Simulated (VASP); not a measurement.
# Ni3Ge in VASP: further runs, part 2 of 2

VASP 6.6.1. Earlier steps stand in the parts before.

## 5. Single point, PBEsol (strain +0.030 along x and y, +0.030 along z)

INCAR reads:

```
  PREC = Accurate
  ENCUT = 520
  EDIFF = 1E-6
  ISMEAR = 0
  SIGMA = 0.15
  LREAL = False
  LASPH = True
  NELM = 100
  ALGO = Fast
  ISIF = 2
  LWAVE = False
  LCHARG = False
  GGA = PS
  NBANDS = 30
```

KPOINTS reads:

```
Automatic mesh
0
Gamma
  14 14 14
```

POSCAR reads:

```
Ni3Ge
1.0
    3.6306617028      0.0000000000      0.0000000000
    0.0000000000      3.6306617028      0.0000000000
    0.0000000000      0.0000000000      3.6306617028
Ni Ge
3 1
Direct
    0.5000000000      0.0000000000      0.5000000000
    0.0000000000      0.5000000000      0.5000000000
    0.5000000000      0.5000000000      0.0000000000
    0.0000000000      0.0000000000      0.0000000000
```

Potentials or basis: VASP PAW PBE potentials, release 64 (Ni, Ge_d).

Run with:

```console
$ cat potpaw_PBE.64/Ni/POTCAR potpaw_PBE.64/Ge_d/POTCAR > POTCAR
$ mpirun -np 1 vasp_std > vasp.out
```

OUTCAR:

```text
PREC = Accurate
   ENCUT = 520
   EDIFF = 1E-6
   ISMEAR = 0
   LREAL = False
   LASPH = True
   NELM = 100
   ISIF = 2
   GGA = PS

 ion  position               nearest neighbor table
   1  0.500  0.000  0.500-   2 2.57   3 2.57   4 2.57   3 2.57   4 2.57   2 2.57   3 2.57   3 2.57
                             2 2.57   4 2.57   4 2.57   2 2.57
   2  0.000  0.500  0.500-   1 2.57   3 2.57   4 2.57   3 2.57   4 2.57   1 2.57   4 2.57   4 2.57
                             1 2.57   3 2.57   3 2.57   1 2.57
   3  0.500  0.500  0.000-   1 2.57   2 2.57   4 2.57   1 2.57   2 2.57   1 2.57   4 2.57   1 2.57
                             2 2.57   4 2.57   2 2.57   4 2.57
   4  0.000  0.000  0.000-   1 2.57   2 2.57   3 2.57   1 2.57   2 2.57   2 2.57   3 2.57   2 2.57
                             1 2.57   3 2.57   1 2.57   3 2.57

  LATTYP: Found a simple cubic cell.
 ALAT       =     3.6306617028

  Lattice vectors:

 A1 = (   3.6306617028,   0.0000000000,   0.0000000000)
 A2 = (   0.0000000000,   3.6306617028,   0.0000000000)
 A3 = (   0.0000000000,   0.0000000000,   3.6306617028)

Analysis of symmetry for initial positions (statically):
=====================================================================
 Subroutine PRICEL returns:
 Original cell was already a primitive cell.

 Routine SETGRP: Setting up the symmetry group for a
 simple cubic supercell.

 Subroutine GETGRP returns: Found 48 space group operations
 (whereof 48 operations were pure point group operations)
 out of a pool of 48 trial point group operations.

The static configuration has the point symmetry O_h .

Analysis of symmetry for dynamics (positions and initial velocities):
=====================================================================
 Subroutine PRICEL returns:
 Original cell was already a primitive cell.

 Routine SETGRP: Setting up the symmetry group for a
 simple cubic supercell.

 Subroutine GETGRP returns: Found 48 space group operations
 (whereof 48 operations were pure point group operations)
 out of a pool of 48 trial point group operations.

The dynamic configuration has the point symmetry O_h .

 Subroutine INISYM returns: Found 48 space group operations
 (whereof 48 operations are pure point group operations),
 and found     1 'primitive' translations

----------------------------------------------------------------------------------------

                                     Primitive cell

  volume of cell :      47.8583

  direct lattice vectors                    reciprocal lattice vectors
     3.630661703  0.000000000  0.000000000     0.275431886  0.000000000  0.000000000
     0.000000000  3.630661703  0.000000000     0.000000000  0.275431886  0.000000000
     0.000000000  0.000000000  3.630661703     0.000000000  0.000000000  0.275431886

  length of vectors
     3.630661703  3.630661703  3.630661703     0.275431886  0.275431886  0.275431886

  position of ions in fractional coordinates (direct lattice)
     0.500000000  0.000000000  0.500000000
     0.000000000  0.500000000  0.500000000
     0.500000000  0.500000000  0.000000000
     0.000000000  0.000000000  0.000000000

  ion indices of the primitive-cell ions
   primitive index   ion index
                 1           1
                 2           2
                 3           3
                 4           4

----------------------------------------------------------------------------------------

 KPOINTS: Automatic mesh

Automatic generation of k-mesh.
 Grid dimensions read from file:
 generate k-points for:   14   14   14

 Generating k-lattice:

  Cartesian coordinates                     Fractional coordinates (reciprocal lattice)
     0.019673706  0.000000000  0.000000000     0.071428571  0.000000000  0.000000000
     0.000000000  0.019673706  0.000000000     0.000000000  0.071428571  0.000000000
     0.000000000  0.000000000  0.019673706     0.000000000  0.000000000  0.071428571

  Length of vectors
     0.019673706  0.019673706  0.019673706

  Shift w.r.t. Gamma in fractional coordinates (k-lattice)
     0.000000000  0.000000000  0.000000000

 Subroutine IBZKPT returns following result:
 ===========================================

 Found    120 irreducible k-points:

 Following reciprocal coordinates:
            Coordinates               Weight
  0.000000  0.000000  0.000000      1.000000
  0.071429  0.000000  0.000000      6.000000
  0.142857  0.000000  0.000000      6.000000
  0.214286  0.000000  0.000000      6.000000
  0.285714  0.000000  0.000000      6.000000
  0.357143  0.000000  0.000000      6.000000
[... 16 lines left out ...]
  0.285714  0.214286  0.000000     24.000000
  0.357143  0.214286  0.000000     24.000000
 [... further k-points ...]
   k-points           NKPTS =    120   k-points in BZ     NKDIM =    120   number of bands    NBANDS=     30
   number of dos      NEDOS =    301   number of ions     NIONS =      4
   total plane-waves  NPLWV =  21952
   dimension x,y,z NGX =    28 NGY =   28 NGZ =   28
   dimension x,y,z NGXF=    56 NGYF=   56 NGZF=   56
   ions per type =               3   1
   NGX,Y,Z   is equivalent  to a cutoff of  12.82, 12.82, 12.82 a.u.
   NGXF,Y,Z  is equivalent  to a cutoff of  25.64, 25.64, 25.64 a.u.
 SYSTEM =  unknown system
   PREC   = accura    normal or accurate (medium, high low for compatibility)
   ISTART =      0    job   : 0-new  1-cont  2-samecut
   ICHARG =      2    charge: 1-file 2-atom 10-const
   ISPIN  =      1    spin polarized calculation?
   LNONCOLLINEAR =      F non collinear calculations
   LSORBIT =      F    spin-orbit coupling
   LASPH  =      T    aspherical Exc in radial PAW
   ENCUT  =  520.0 eV  38.22 Ry    6.18 a.u.   6.75  6.75  6.75*2*pi/ulx,y,z
   NELM   =    100;   NELMIN=  2; NELMDL= -5     # of ELM steps
   EDIFF  = 0.1E-05   stopping-criterion for ELM
   LREAL  =      F    real-space projection
   EDIFFG = 0.1E-04   stopping-criterion for IOM
   NSW    =      0    number of steps for IOM
   IBRION =     -1    ionic relax: 0-MD 1-quasi-New 2-CG
   NFREE  =      0    steps in history (QN), initial steepest desc. (CG)
   ISIF   =      2    stress and relaxation
   ISYM   =      2    0-nonsym 1-usesym 2-fastsym
   POTIM  = 0.5000    time-step for ionic-motion
   TEBEG  =    0.0;   TEEND  =   0.0 temperature during run
   PSTRESS=    0.0 pullay stress
   NELECT =      44.0000    total number of electrons
   NUPDOWN=      -1.0000    fix difference up-down
   EMIN   =  10.00;   EMAX   =-10.00  energy-range for DOS
   EFERMI =   0.00;   METHOD = LEGACY
   ISMEAR =     0;   SIGMA  =   0.15  broadening in eV -4-tet -1-fermi 0-gaus
   EFERMI_NEDOS =   21; number of points for ismear=-14 and -15
   IALGO  =     68    algorithm
   IMIX   =      4    mixing-type and parameters
     AMIX     =   0.40;   BMIX     =  1.00
     AMIX_MAG =   1.60;   BMIX_MAG =  1.00
  volume/ion in A,a.u.               =      11.96        80.74
  Fermi-wavevector in a.u.,A,eV,Ry     =   1.591866  3.008191 34.477687  2.534039
  Thomas-Fermi vector in A             =   2.690340
   LORBIT       =      0    0 simple, 1 ext, 2 COOP (PROOUT), +10 PAW based schemes
   GGA     = PS    functional components
   LHFCALC =     F    Hartree Fock is set to
   AEXX    =    0.0000 exact exchange contribution
   IVDW    =     0    specifies the selected vdW correction
   LEPSILON=     F    determine dielectric tensor
   LRPA    =     F    only Hartree local field effects (RPA)
 non-spin polarized calculation
 RMM-DIIS sequential band-by-band and
 Gauss-broadening in eV      SIGMA  =   0.15
  energy-cutoff  :      520.00
  volume of cell :       47.86
 maximum number of plane-waves:      1328
 NGX is ok and might be reduce to    28
   NGX = 13   NGY = 13   NGZ = 13

 number of electron      44.0000075 magnetization

 Free energy of the ion-electron system (eV)
  ---------------------------------------------------
  ext. energy  EPLUGINS =         0.00000000
  ---------------------------------------------------
  free energy    TOTEN  =       -24.54249613 eV

  energy without entropy =      -24.51909106  energy(sigma->0) =      -24.53079360

 E-fermi :   9.0151     XC(G=0): -13.1551

 val. band max:        9.0122054240   @ k =   0.5000   0.0000   0.0000
 cond. band min:       9.0216782085   @ k =   0.4286   0.4286   0.3571
 fundamental gap:      0.0094727845
 Fermi energy:         9.0151204252

 k-point     1 :       0.0000    0.0000    0.0000
  band No.  band energies     occupation
      1     -15.5267      2.00000
      2     -15.5267      2.00000
      3     -15.5165      2.00000
      4     -15.5165      2.00000
      5     -15.5165      2.00000
      6      -2.8751      2.00000
[... 781 lines left out ...]
     29      17.9074      0.00000
     30      19.5356      0.00000

 [... further k-points ...]
[... 5 lines left out ...]
  --------------------------------------------------------------------------------------
  -------------------------------------------------------------------------------------
  Total       -4.5799954     -4.5799954     -4.5799954     -0.0000000      0.0000000      0.0000000
  in kB     -153.3268709   -153.3268709   -153.3268709     -0.0000000      0.0000000      0.0000000
  external PRESSURE =    -153.3268709 kB  Pullay stress =       0.0000000 kB

 VOLUME and BASIS-vectors are now :
 -----------------------------------------------------------------------------
  energy-cutoff  :      520.00
  volume of cell :       47.86
      direct lattice vectors                 reciprocal lattice vectors
     3.630661703  0.000000000  0.000000000     0.275431886  0.000000000  0.000000000
     0.000000000  3.630661703  0.000000000     0.000000000  0.275431886  0.000000000
     0.000000000  0.000000000  3.630661703     0.000000000  0.000000000  0.275431886

 POSITION                                       TOTAL-FORCE (eV/Angst)
 -----------------------------------------------------------------------------------
      1.81533      0.00000      1.81533         0.000000      0.000000      0.000000
      0.00000      1.81533      1.81533         0.000000      0.000000      0.000000
      1.81533      1.81533      0.00000         0.000000      0.000000      0.000000
      0.00000      0.00000      0.00000         0.000000      0.000000      0.000000
 -----------------------------------------------------------------------------------
    total drift:                                0.000000      0.000000      0.000000

  FREE ENERGIE OF THE ION-ELECTRON SYSTEM (eV)
  ---------------------------------------------------
  free  energy   TOTEN  =       -24.5424961335 eV

  energy  without entropy=      -24.5190910599  energy(sigma->0) =      -24.53079360
```

Wall time 81 s (1 thread of Intel Xeon 6975P-C (Granite Rapids), shared host); peak memory 0.26 GiB.

What came out:

```yaml
Free_energy: -24.5425 eV
Pressure: -15.3 GPa
Band_gap_on_the_k_mesh: zero (bands 22 and 23 overlap by 0.20 eV)
```

Levels at points of the mesh, in eV from the Fermi level:
```csv
k point,band 19,band 20,band 21,band 22,band 23,band 24,band 25,band 26
"(0.00, 0.00, 0.00)",-0.54,-0.54,-0.28,0.00,0.00,0.00,3.23,6.39
"(0.50, 0.00, 0.00)",-1.12,-1.02,-0.49,0.00,3.32,3.32,4.01,5.49
"(0.50, 0.50, 0.00)",-1.10,-1.00,-0.87,-0.85,0.54,0.54,5.21,5.97
"(0.50, 0.50, 0.50)",-1.05,-1.05,-0.36,-0.21,-0.21,-0.21,0.41,3.80
```

Caveat: the cell differs from its parent crystal (strain +0.030 along x and y, +0.030 along z); the cell stands under tension; the PAW data sets were made with another functional, which shifts forces and pressure a little.

## 6. Single point, PBEsol (strain -0.030 along x and y, -0.015 along z)

INCAR reads:

```
SYSTEM = Ni3Ge
ALGO = Fast ; EDIFF = 1E-7
ENCUT = 520 ; GGA = PS
ISIF = 2 ; ISMEAR = 0
LASPH = .TRUE. ; LCHARG = .TRUE.
LELF = .TRUE. ; LREAL = .FALSE.
LVHAR = .TRUE. ; LWAVE = .FALSE.
NBANDS = 30 ; NELM = 100
PREC = Accurate ; SIGMA = 0.15
```

KPOINTS reads:

```
k-points
0
G
  14 14 14
  0 0 0
```

POSCAR reads:

```
Ni3Ge
1.0
    3.4191668464      0.0000000000      0.0000000000
    0.0000000000      3.4191668464      0.0000000000
    0.0000000000      0.0000000000      3.4720405605
Ni Ge
3 1
Direct
    0.5000000000      0.0000000000      0.5000000000
    0.0000000000      0.5000000000      0.5000000000
    0.5000000000      0.5000000000      0.0000000000
    0.0000000000      0.0000000000      0.0000000000
```

Potentials or basis: VASP PAW PBE potentials, release 64 (Ni, Ge_d).

Run with:

```console
$ cat potpaw_PBE.64/Ni/POTCAR potpaw_PBE.64/Ge_d/POTCAR > POTCAR
$ mpirun -np 1 vasp_std > vasp.out
```

It took 4 min on 1 thread of Intel Xeon 6975P-C (Granite Rapids), shared host; peak memory 0.39 GiB.

Results (log left out):

* Free energy: -24.5569 eV
* Pressure: 20.2 GPa
* Band gap on the k mesh: zero (bands 22 and 23 overlap by 0.30 eV)

Stress tensor (GPa, compression positive):
```
21.12  0.00  0.00
 0.00 21.12  0.00
 0.00  0.00 18.23
```

Levels at points of the mesh, in eV from the Fermi level:
```
           k point  band 18  band 19  band 20  band 21  band 22  band 23  band 24  band 25  band 26  band 27
(0.00, 0.00, 0.00)    -1.01    -0.72    -0.63    -0.33     0.00     0.00     0.07     4.69     7.26     7.47
(0.50, 0.00, 0.00)    -1.49    -1.40    -1.30    -0.64     0.00     3.83     4.04     5.25     5.86     6.17
(0.50, 0.50, 0.00)    -1.57    -1.33    -1.23    -1.06    -1.04     0.73     0.73     6.12     6.77     8.95
(0.00, 0.00, 0.50)    -1.44    -1.44    -1.31    -0.57     0.07     3.87     3.87     5.42     6.10     6.10
(0.50, 0.00, 0.50)    -1.59    -1.36    -1.28    -1.08    -1.06     0.68     0.68     6.25     7.02     9.14
(0.50, 0.50, 0.50)    -1.51    -1.37    -1.28    -0.72    -0.26    -0.23    -0.23     0.98     4.57     4.65
```

Caveat: the cell differs from its parent crystal (strain -0.030 along x and y, -0.015 along z); the cell stands under pressure; the PAW data sets were made with another functional, which shifts forces and pressure a little.

## 7. Single point, PBEsol (strain -0.030 along x and y, +0.000 along z)

INCAR reads:

```
SYSTEM = Ni3Ge
PREC = Accurate ; ENCUT = 520
EDIFF = 1E-6 ; ISMEAR = 0
SIGMA = 0.15 ; LREAL = .FALSE.
LASPH = .TRUE. ; NELM = 100
ALGO = Fast ; ISIF = 2
LWAVE = .FALSE. ; LCHARG = .TRUE.
GGA = PS ; LELF = .TRUE.
LVHAR = .TRUE. ; NBANDS = 30
```

KPOINTS reads:

```
Automatic mesh
0
G
  14 14 14
  0 0 0
```

POSCAR: that of step 6 with these lines changed.

```diff
@@ -4,3 +4,3 @@
     0.0000000000      3.4191668464      0.0000000000
-    0.0000000000      0.0000000000      3.4720405605
+    0.0000000000      0.0000000000      3.5249142746
 Ni Ge
```

Run with:

```console
$ cat potpaw_PBE.64/Ni/POTCAR potpaw_PBE.64/Ge_d/POTCAR > POTCAR
$ mpirun -np 1 vasp_std > vasp.out
```

It took 3.7 min on 1 thread of Intel Xeon 6975P-C (Granite Rapids), shared host; peak memory 0.39 GiB.

The run converged. Its results:

```
Free energy            : -24.6151 eV
Pressure               : 15.7 GPa
Band gap on the k mesh : zero (bands 22 and 23 overlap by 0.36 eV)
```

Stress tensor (GPa, compression positive):
```
17.58  0.00  0.00
 0.00 17.58  0.00
 0.00  0.00 11.90
```

Levels at points of the mesh, in eV from the Fermi level:
| k point | band 20 | band 21 | band 22 | band 23 | band 24 | band 25 |
| --- | --- | --- | --- | --- | --- | --- |
| (0.00, 0.00, 0.00) | -0.57 | -0.33 | -0.03 | -0.03 | 0.11 | 4.51 |
| (0.50, 0.00, 0.00) | -1.27 | -0.65 | -0.03 | 3.69 | 4.10 | 5.03 |
| (0.50, 0.50, 0.00) | -1.16 | -1.04 | -0.99 | 0.75 | 0.75 | 5.94 |
| (0.00, 0.00, 0.50) | -1.28 | -0.52 | 0.12 | 3.76 | 3.76 | 5.39 |
| (0.50, 0.00, 0.50) | -1.27 | -1.08 | -1.05 | 0.64 | 0.65 | 6.19 |
| (0.50, 0.50, 0.50) | -1.21 | -0.69 | -0.28 | -0.22 | -0.22 | 0.92 |

Caveat: the cell differs from its parent crystal (strain -0.030 along x and y, +0.000 along z); the cell stands under pressure; the PAW data sets were made with another functional, which shifts forces and pressure a little.

## 8. Summary

```tsv
cell	further INCAR settings	gap on the mesh (eV)	pressure (GPa)
a = 3.419 Å, 4 atoms	ALGO = Fast; EDIFF = 1e-07; NBANDS = 30	none	25.1
a = 3.472 Å, 4 atoms	ALGO = Fast; EDIFF = 1e-06; NBANDS = 30	none	11.3
a = 3.578 Å, 4 atoms	ALGO = Fast; EDIFF = 1e-06; NBANDS = 30	none	-8.5
a = 3.631 Å, 4 atoms	ALGO = Fast; EDIFF = 1e-06; NBANDS = 30	none	-15.3
a = 3.419, b = 3.419, c = 3.472 Å, 4 atoms	ALGO = Fast; EDIFF = 1e-07; NBANDS = 30	none	20.2
a = 3.419, b = 3.419, c = 3.525 Å, 4 atoms	ALGO = Fast; EDIFF = 1e-06; NBANDS = 30	none	15.7
```

Alike in all rows: task single point; level PBEsol; potentials or basis VASP PAW PBE potentials, release 64 (Ni, Ge_d); no spin polarisation; k mesh 14 × 14 × 14; cutoff (eV) 520; smearing gaussian 0.15 eV.

Caveats: the PAW data sets were made with another functional, which shifts forces and pressure a little; the cell stands under pressure (at least some runs); the cell stands under tension (at least some runs).

Absolute energies hang on the potentials; compare differences alone.
